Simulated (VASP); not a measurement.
Set up this calculation in VASP 6.6.1, as the native input.

```
Task                   : single point
Functional             : PBE
Potentials or basis    : VASP PAW PBE potentials, release 64 (Hf_pv, N)
Cutoff                 : 520 eV
k mesh                 : 9 × 9 × 7
Occupations            : fermi-dirac, width 0.05 eV
Spin                   : no spin polarisation
Dipole correction      : no
Further INCAR settings : ALGO = Normal; EDIFF = 1e-06; NBANDS = 14
```

The structure of HfN lies in POSCAR:

```
HfN
1.0
    3.4559471527      0.0000000000      0.0000000000
   -1.7279685432      2.9929309050      0.0000000000
    0.0000000000      0.0000000000      3.9961109649
Hf N
1 1
Direct
    0.0000000000      0.0000000000      0.5000000000
    0.0000000000      0.0000000000      0.0000000000
```

The input as run:

INCAR

```
PREC = Accurate ; ENCUT = 520
EDIFF = 1E-6 ; ISMEAR = -1
SIGMA = 0.05 ; LREAL = F
LASPH = T ; NELM = 80
ALGO = Normal ; ISIF = 2
LWAVE = F ; LCHARG = F
GGA = PE ; NBANDS = 14
```

KPOINTS

```
regular mesh
0
Gamma
  9 9 7
```

Potentials or basis: VASP PAW PBE potentials, release 64 (Hf_pv, N).

Launch:

```console
$ cat potpaw_PBE.64/Hf_pv/POTCAR potpaw_PBE.64/N/POTCAR > POTCAR
$ mpirun -np 1 vasp_std > vasp.out
```

Results of the run:

```json
{
 "Pressure": "-1.6 GPa"
}
```

It took 44 s on 1 thread of Intel(R) Xeon(R) Platinum 8259CL CPU @ 2.50GHz (Skylake/Cascade Lake), with other jobs on the host, peak memory 0.17 GiB.
